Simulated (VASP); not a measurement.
Crystal: Fe.

```
CELL_PARAMETERS angstrom
-1.34982 1.34982 1.34982
1.34982 -1.34982 1.34982
1.34982 1.34982 -1.34982
ATOMIC_POSITIONS crystal
Fe 0.00000 0.00000 0.00000
```

Base run:

- Program: VASP 6.6.1
- Functional: LDA
- Potentials or basis: VASP PAW LDA potentials, release 64 (Fe)
- Cutoff: 600 eV
- k mesh: 16 × 16 × 16
- Occupations: gaussian, width 0.2 eV
- Spin: no spin polarisation

Its results: band gap on the k mesh zero (band 4 reaches 8.50 eV, above the bottom of band 5 at 6.21 eV); pressure -0.7 GPa.

Task: After a change of settings the same cell gave: band gap on the k mesh zero (band 4 reaches 8.50 eV, above the bottom of band 5 at 6.21 eV); pressure -1.3 GPa. Which change was it?
A. cutoff from 600 eV to 520 eV; k mesh from 16 × 16 × 16 to 24 × 24 × 24; occupations from gaussian, width 0.2 eV to fermi-dirac, width 0.1 eV
B. occupations from gaussian, width 0.2 eV to fermi-dirac, width 1 eV
C. cutoff from 600 eV to 520 eV; k mesh from 16 × 16 × 16 to 6 × 6 × 6; occupations from gaussian, width 0.2 eV to fermi-dirac, width 0.1 eV
D. occupations from gaussian, width 0.2 eV to methfessel-paxton, width 0.3 eV

Result: D.

Caveats: the run has no spin polarisation, though such a crystal can be magnetic.
